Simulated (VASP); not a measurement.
# TiO2 (P4_2/mnm) in VASP: further runs

The runs below take TiO2 through single point, relaxation of the atoms, with PBE.

Everything below comes from runs of VASP 6.6.1. Logs are shortened: lines on timing, memory, paths and dates and some standing lists are left out, and cuts for length are marked.

## Step 1: The cell of the first run

The structure is tetragonal, space group P4_2/mnm (No. 136). Conventional cell: a = 4.592 Å, b = 4.592 Å, c = 2.957 Å, α = 90.00°, β = 90.00°, γ = 90.00°. Ti (site symmetry mmm) has 6 O at 1.95 to 1.98 Å within 2.6 Å. O (site symmetry m2m) has 3 Ti at 1.95 to 1.98 Å and 1 O at 2.54 Å within 2.6 Å.

## Step 2: Single point, PBE

The input, INCAR:

```
SYSTEM = TiO2
ALGO = Normal
EDIFF = 1E-6
ENCUT = 520
GGA = PE
ISIF = 2
ISMEAR = 0
LASPH = .TRUE.
LCHARG = .TRUE.
LELF = .TRUE.
LREAL = .FALSE.
LVHAR = .TRUE.
LWAVE = .FALSE.
NBANDS = 33
NELM = 80
PREC = Accurate
SIGMA = 0.01
```

The input, KPOINTS:

```
k-points
0
G
  5 5 7
  0 0 0
```

The input, POSCAR:

```
TiO2
1.0
    4.5922000000      0.0000000000      0.0000000000
    0.0000000000      4.5922000000      0.0000000000
    0.0000000000      0.0000000000      2.9574000000
Ti O
2 4
Direct
    0.0000000000      0.0000000000      0.0000000000
    0.5000000000      0.5000000000      0.5000000000
    0.3042211610      0.3042211610      0.0000000000
    0.1957788390      0.8042211610      0.5000000000
    0.6957788390      0.6957788390      0.0000000000
    0.8042211610      0.1957788390      0.5000000000
```

Potentials or basis: VASP PAW PBE potentials, release 64 (Ti_sv, O).

On the command line:

```bash
> cat potpaw_PBE.64/Ti_sv/POTCAR potpaw_PBE.64/O/POTCAR > POTCAR
> mpirun -np 1 vasp_std > vasp.out
```

OUTCAR:

```text
SYSTEM = TiO2
   EDIFF = 1E-6
   ENCUT = 520
   GGA = PE
   ISIF = 2
   ISMEAR = 0
   LASPH = .TRUE.
   LREAL = .FALSE.
   NELM = 80
   PREC = Accurate

 ion  position               nearest neighbor table
   1  0.000  0.000  0.000-   4 1.95   6 1.95   4 1.95   6 1.95   5 1.98   3 1.98
   2  0.500  0.500  0.500-   3 1.95   5 1.95   3 1.95   5 1.95   4 1.98   6 1.98
   3  0.304  0.304  0.000-   2 1.95   2 1.95   1 1.98
   4  0.196  0.804  0.500-   1 1.95   1 1.95   2 1.98
   5  0.696  0.696  0.000-   2 1.95   2 1.95   1 1.98
   6  0.804  0.196  0.500-   1 1.95   1 1.95   2 1.98

  LATTYP: Found a simple tetragonal cell.
 ALAT       =     4.5922000000
 C/A-ratio  =     0.6440050520

  Lattice vectors:

 A1 = (   4.5922000000,   0.0000000000,   0.0000000000)
 A2 = (   0.0000000000,   4.5922000000,   0.0000000000)
 A3 = (   0.0000000000,   0.0000000000,   2.9574000000)

Analysis of symmetry for initial positions (statically):
=====================================================================
 Subroutine PRICEL returns:
 Original cell was already a primitive cell.

 Routine SETGRP: Setting up the symmetry group for a
 simple tetragonal supercell.

 Subroutine GETGRP returns: Found 16 space group operations
 (whereof  8 operations were pure point group operations)
 out of a pool of 16 trial point group operations.

The static configuration has the point symmetry D_2h.
 The point group associated with its full space group is D_4h.

Analysis of symmetry for dynamics (positions and initial velocities):
=====================================================================
 Subroutine PRICEL returns:
 Original cell was already a primitive cell.

 Routine SETGRP: Setting up the symmetry group for a
 simple tetragonal supercell.

 Subroutine GETGRP returns: Found 16 space group operations
 (whereof  8 operations were pure point group operations)
 out of a pool of 16 trial point group operations.

The dynamic configuration has the point symmetry D_2h.
 The point group associated with its full space group is D_4h.

 Subroutine INISYM returns: Found 16 space group operations
 (whereof  8 operations are pure point group operations),
 and found     1 'primitive' translations

----------------------------------------------------------------------------------------

                                     Primitive cell

  volume of cell :      62.3665

  direct lattice vectors                    reciprocal lattice vectors
     4.592200000  0.000000000  0.000000000     0.217760550  0.000000000  0.000000000
     0.000000000  4.592200000  0.000000000     0.000000000  0.217760550  0.000000000
     0.000000000  0.000000000  2.957400000     0.000000000  0.000000000  0.338134848

  length of vectors
     4.592200000  4.592200000  2.957400000     0.217760550  0.217760550  0.338134848

  position of ions in fractional coordinates (direct lattice)
     0.000000000  0.000000000  0.000000000
     0.500000000  0.500000000  0.500000000
     0.304221161  0.304221161  0.000000000
     0.195778839  0.804221161  0.500000000
     0.695778839  0.695778839  0.000000000
     0.804221161  0.195778839  0.500000000

  ion indices of the primitive-cell ions
   primitive index   ion index
                 1           1
                 2           2
                 3           3
                 4           4
                 5           5
                 6           6

----------------------------------------------------------------------------------------

 KPOINTS: k-points

Automatic generation of k-mesh.
 Grid dimensions read from file:
 generate k-points for:    5    5    7

 Generating k-lattice:

  Cartesian coordinates                     Fractional coordinates (reciprocal lattice)
     0.043552110  0.000000000  0.000000000     0.200000000  0.000000000  0.000000000
     0.000000000  0.043552110  0.000000000     0.000000000  0.200000000  0.000000000
     0.000000000  0.000000000  0.048304978     0.000000000  0.000000000  0.142857143

  Length of vectors
     0.043552110  0.043552110  0.048304978

  Shift w.r.t. Gamma in fractional coordinates (k-lattice)
     0.000000000  0.000000000  0.000000000

 Subroutine IBZKPT returns following result:
 ===========================================

 Found     24 irreducible k-points:

 Following reciprocal coordinates:
            Coordinates               Weight
  0.000000  0.000000  0.000000      1.000000
  0.200000  0.000000  0.000000      4.000000
  0.400000  0.000000  0.000000      4.000000
  0.200000  0.200000  0.000000      4.000000
  0.400000  0.200000  0.000000      8.000000
  0.400000  0.400000  0.000000      4.000000
[... 16 lines left out ...]
  0.400000  0.200000  0.428571     16.000000
  0.400000  0.400000  0.428571      8.000000
   k-points           NKPTS =     24   k-points in BZ     NKDIM =     24   number of bands    NBANDS=     33
   number of dos      NEDOS =    301   number of ions     NIONS =      6
   total plane-waves  NPLWV =  31104
   dimension x,y,z NGX =    36 NGY =   36 NGZ =   24
   dimension x,y,z NGXF=    72 NGYF=   72 NGZF=   48
   ions per type =               2   4
   NGX,Y,Z   is equivalent  to a cutoff of  13.03, 13.03, 13.49 a.u.
   NGXF,Y,Z  is equivalent  to a cutoff of  26.07, 26.07, 26.98 a.u.
 SYSTEM =  TiO2
   PREC   = accura    normal or accurate (medium, high low for compatibility)
   ISTART =      0    job   : 0-new  1-cont  2-samecut
   ICHARG =      2    charge: 1-file 2-atom 10-const
   ISPIN  =      1    spin polarized calculation?
   LNONCOLLINEAR =      F non collinear calculations
   LSORBIT =      F    spin-orbit coupling
   LASPH  =      T    aspherical Exc in radial PAW
   ENCUT  =  520.0 eV  38.22 Ry    6.18 a.u.   8.54  8.54  5.50*2*pi/ulx,y,z
   NELM   =     80;   NELMIN=  2; NELMDL= -5     # of ELM steps
   EDIFF  = 0.1E-05   stopping-criterion for ELM
   LREAL  =      F    real-space projection
   EDIFFG = 0.1E-04   stopping-criterion for IOM
   NSW    =      0    number of steps for IOM
   IBRION =     -1    ionic relax: 0-MD 1-quasi-New 2-CG
   NFREE  =      0    steps in history (QN), initial steepest desc. (CG)
   ISIF   =      2    stress and relaxation
   ISYM   =      2    0-nonsym 1-usesym 2-fastsym
   POTIM  = 0.5000    time-step for ionic-motion
   TEBEG  =    0.0;   TEEND  =   0.0 temperature during run
   PSTRESS=    0.0 pullay stress
   NELECT =      48.0000    total number of electrons
   NUPDOWN=      -1.0000    fix difference up-down
   EMIN   =  10.00;   EMAX   =-10.00  energy-range for DOS
   EFERMI =   0.00;   METHOD = LEGACY
   ISMEAR =     0;   SIGMA  =   0.01  broadening in eV -4-tet -1-fermi 0-gaus
   EFERMI_NEDOS =   21; number of points for ismear=-14 and -15
   IALGO  =     38    algorithm
   IMIX   =      4    mixing-type and parameters
     AMIX     =   0.40;   BMIX     =  1.00
     AMIX_MAG =   1.60;   BMIX_MAG =  1.00
  volume/ion in A,a.u.               =      10.39        70.15
  Fermi-wavevector in a.u.,A,eV,Ry     =   1.500277  2.835112 30.624403  2.250830
  Thomas-Fermi vector in A             =   2.611798
   LORBIT       =      0    0 simple, 1 ext, 2 COOP (PROOUT), +10 PAW based schemes
   GGA     = PE    functional components
   LHFCALC =     F    Hartree Fock is set to
   AEXX    =    0.0000 exact exchange contribution
   IVDW    =     0    specifies the selected vdW correction
   LEPSILON=     F    determine dielectric tensor
   LRPA    =     F    only Hartree local field effects (RPA)
 non-spin polarized calculation
 Gauss-broadening in eV      SIGMA  =   0.01
  energy-cutoff  :      520.00
  volume of cell :       62.37
 maximum number of plane-waves:      1697
 NGX is ok and might be reduce to    36
   NGX = 17   NGY = 17   NGZ = 11

 number of electron      48.0000019 magnetization

 Free energy of the ion-electron system (eV)
  ---------------------------------------------------
  ext. energy  EPLUGINS =         0.00000000
  ---------------------------------------------------
  free energy    TOTEN  =       -53.64342659 eV

  energy without entropy =      -53.64342659  energy(sigma->0) =      -53.64342659

 E-fermi :   4.9599     XC(G=0): -11.4192

 val. band max:        4.8748276909   @ k =   0.0000   0.0000   0.0000
 cond. band min:       6.7172655052   @ k =   0.0000   0.0000   0.0000
 fundamental gap:      1.8424378143
 Fermi energy:         4.9599466814

 k-point     1 :       0.0000    0.0000    0.0000
  band No.  band energies     occupation
      1     -52.0594      2.00000
      2     -52.0422      2.00000
      3     -28.3678      2.00000
      4     -28.3678      2.00000
      5     -28.2023      2.00000
      6     -28.2023      2.00000
[... 25 lines left out ...]
     32      11.4501      0.00000
     33      11.4504      0.00000

 k-point     2 :       0.2000    0.0000    0.0000
  band No.  band energies     occupation
      1     -52.0578      2.00000
      2     -52.0438      2.00000
      3     -28.3551      2.00000
      4     -28.3540      2.00000
      5     -28.2177      2.00000
      6     -28.2164      2.00000
[... 25 lines left out ...]
     32      11.3185      0.00000
     33      11.3451      0.00000

 k-point     3 :       0.4000    0.0000    0.0000
  band No.  band energies     occupation
      1     -52.0535      2.00000
      2     -52.0481      2.00000
      3     -28.3240      2.00000
      4     -28.3218      2.00000
      5     -28.2522      2.00000
      6     -28.2499      2.00000
[... 25 lines left out ...]
     32      11.1116      0.00000
     33      11.1620      0.00000

 k-point     4 :       0.2000    0.2000    0.0000
  band No.  band energies     occupation
      1     -52.0565      2.00000
      2     -52.0452      2.00000
      3     -28.3722      2.00000
      4     -28.3202      2.00000
      5     -28.2532      2.00000
      6     -28.1996      2.00000
[... 673 lines left out ...]
     32      10.6690      0.00000
     33      10.8416      0.00000

 k-point    23 :       0.4000    0.2000    0.4286
  band No.  band energies     occupation
      1     -52.0130      2.00000
      2     -52.0120      2.00000
      3     -28.5795      2.00000
      4     -28.5741      2.00000
      5     -28.2347      2.00000
      6     -28.2217      2.00000
[... 25 lines left out ...]
     32      10.2095      0.00000
     33      11.4460      0.00000

 k-point    24 :       0.4000    0.4000    0.4286
  band No.  band energies     occupation
      1     -52.0127      2.00000
      2     -52.0123      2.00000
      3     -28.5728      2.00000
      4     -28.5694      2.00000
      5     -28.2421      2.00000
      6     -28.2359      2.00000
[... 25 lines left out ...]
     32      10.8184      0.00000
     33      10.8284      0.00000

------------------------ aborting loop because EDIFF is reached ----------------------------------------

  FORCE on cell =-STRESS in cart. coord.  units (eV):
  Direction    XX          YY          ZZ          XY          YZ          ZX
  --------------------------------------------------------------------------------------
  -------------------------------------------------------------------------------------
  Total        2.3393160      2.3393160      2.1197928      0.0000000      0.0000000      0.0000000
  in kB       60.0963123     60.0963123     54.4568278      0.0000000      0.0000000      0.0000000
  external PRESSURE =      58.2164841 kB  Pullay stress =       0.0000000 kB

 VOLUME and BASIS-vectors are now :
 -----------------------------------------------------------------------------
  energy-cutoff  :      520.00
  volume of cell :       62.37
      direct lattice vectors                 reciprocal lattice vectors
     4.592200000  0.000000000  0.000000000     0.217760550  0.000000000  0.000000000
     0.000000000  4.592200000  0.000000000     0.000000000  0.217760550  0.000000000
     0.000000000  0.000000000  2.957400000     0.000000000  0.000000000  0.338134848

 POSITION                                       TOTAL-FORCE (eV/Angst)
 -----------------------------------------------------------------------------------
      0.00000      0.00000      0.00000         0.000000      0.000000     -0.000000
      2.29610      2.29610      1.47870         0.000000      0.000000     -0.000000
      1.39704      1.39704      0.00000        -0.017593     -0.017593     -0.000000
      0.89906      3.69314      1.47870         0.017593     -0.017593     -0.000000
      3.19516      3.19516      0.00000         0.017593      0.017593      0.000000
      3.69314      0.89906      1.47870        -0.017593      0.017593      0.000000
 -----------------------------------------------------------------------------------
    total drift:                                0.000000      0.000000      0.000000

  FREE ENERGIE OF THE ION-ELECTRON SYSTEM (eV)
  ---------------------------------------------------
  free  energy   TOTEN  =       -53.6434265926 eV

  energy  without entropy=      -53.6434265926  energy(sigma->0) =      -53.64342659
```

Run time: 23 s. Hardware: 1 thread of Intel Xeon 6975P-C (Granite Rapids), shared host; peak memory 0.18 GiB.

What came out:

| Property | Result |
| --- | --- |
| Free energy | -53.6434 eV |
| Pressure | 5.8 GPa |
| Largest force | 0.025 eV/Å |
| Band gap on the k mesh | 1.84 eV, direct |

Forces on the atoms (eV/Å):
```
Ti   0.000  0.000  0.000
Ti   0.000  0.000  0.000
O   -0.018 -0.018  0.000
O    0.018 -0.018  0.000
O    0.018  0.018  0.000
O   -0.018  0.018  0.000
```

A k mesh can miss the band edges. PBE gaps usually lie below the measured ones, often by a third to a half.

## Step 3: Relaxation of the atoms, PBE

The input, INCAR:

```
  PREC = Accurate
  ENCUT = 520
  EDIFF = 1E-7
  ISMEAR = 0
  SIGMA = 0.01
  LREAL = False
  LASPH = True
  NELM = 100
  ALGO = Normal
  ISIF = 2
  LWAVE = False
  LCHARG = False
  GGA = PE
  IBRION = 2
  NSW = 80
  EDIFFG = -0.004
```

The input, KPOINTS:

```
Automatic mesh
0
Gamma
  5 5 7
```

The input, POSCAR:

```
TiO2
1.0
    4.5922000000      0.0000000000      0.0000000000
    0.0000000000      4.5922000000      0.0000000000
    0.0000000000      0.0000000000      2.9574000000
Ti O
2 4
Direct
    0.0000000000      0.0000000000      0.0000000000
    0.5000000000      0.5000000000      0.5000000000
    0.3049600000      0.3049600000      0.0000000000
    0.1950400000      0.8049600000      0.5000000000
    0.6950400000      0.6950400000      0.0000000000
    0.8049600000      0.1950400000      0.5000000000
```

Potentials or basis: VASP PAW PBE potentials, release 64 (Ti_sv, O).

On the command line:

```bash
> cat potpaw_PBE.64/Ti_sv/POTCAR potpaw_PBE.64/O/POTCAR > POTCAR
> mpirun -np 1 vasp_std > vasp.out
```

Run time: 28 s. Hardware: 1 thread of Intel Xeon 6975P-C (Granite Rapids), shared host; peak memory 0.19 GiB.

Results (log left out):

```yaml
Free_energy: -53.6435 eV
Energy_gained_by_relaxing: 0.2 meV/atom
Ionic_steps: 2
Pressure_after_relaxing: 5.8 GPa
Band_gap_on_the_k_mesh: 1.83 eV, direct
```

Stress tensor (GPa, compression positive):
```
5.98 0.00 0.00
0.00 5.98 0.00
0.00 0.00 5.39
```

The path:
```
step  energy change (eV)  largest force (eV/Å)  pressure (GPa)
   1              0.0000                0.1256            6.10
   2             -0.0015                0.0013            5.78
```

Final structure:
```
Ti O
1.0
     4.59220    0.00000    0.00000
     0.00000    4.59220    0.00000
     0.00000    0.00000    2.95740
Ti O
2 4
Direct
  0.00000 0.00000 0.00000
  0.50000 0.50000 0.50000
  0.30403 0.30403 0.00000
  0.19597 0.80403 0.50000
  0.69597 0.69597 0.00000
  0.80403 0.19597 0.50000
```

Levels at points of the mesh, in eV from the valence-band top:
```
           k point  band 21  band 22  band 23  band 24  band 25  band 26  band 27  band 28
(0.00, 0.00, 0.00)    -0.72    -0.46    -0.46     0.00     1.83     2.12     2.37     2.47
```

A k mesh can miss the band edges.
